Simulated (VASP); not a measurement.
CaSe, 2 atoms in the cell. It takes space group Fm-3m (No. 225, cubic). The conventional cell has a = 5.935 Å, b = 5.935 Å, c = 5.935 Å, α = 90.00°, β = 90.00°, γ = 90.00°. Ca (site symmetry m-3m) has 6 Se at 2.97 Å within 3.9 Å. Se (site symmetry m-3m) has 6 Ca at 2.97 Å within 3.9 Å. 

- Program: VASP 6.6.1
- Task: single point
- Functional: r2SCAN
- Potentials or basis: VASP PAW PBE potentials, release 64 (Ca_sv, Se)
- Cutoff: 520 eV
- k mesh: 8 × 8 × 8
- Occupations: gaussian, width 0.01 eV
- Spin: no spin polarisation
- Dipole correction: no
- Further INCAR settings: ALGO = Normal; EDIFF = 1e-06; NBANDS = 15

Potentials or basis: VASP PAW PBE potentials, release 64 (Ca_sv, Se).

Command:

```console
$ cat potpaw_PBE.64/Ca_sv/POTCAR potpaw_PBE.64/Se/POTCAR > POTCAR
$ cp INCAR.step1 INCAR
$ mpirun -np 1 vasp_std > vasp.out
$ cp INCAR.step2 INCAR
$ mpirun -np 1 vasp_std > vasp.out
```

Hardware: 1 thread of AMD EPYC 7R13, on a shared host.

Task: How long does it take, and how much memory?

Result: Wall time 2.4 min on 1 thread of AMD EPYC 7R13, on a shared host, peak memory 0.16 GiB. Counts: k points 29.
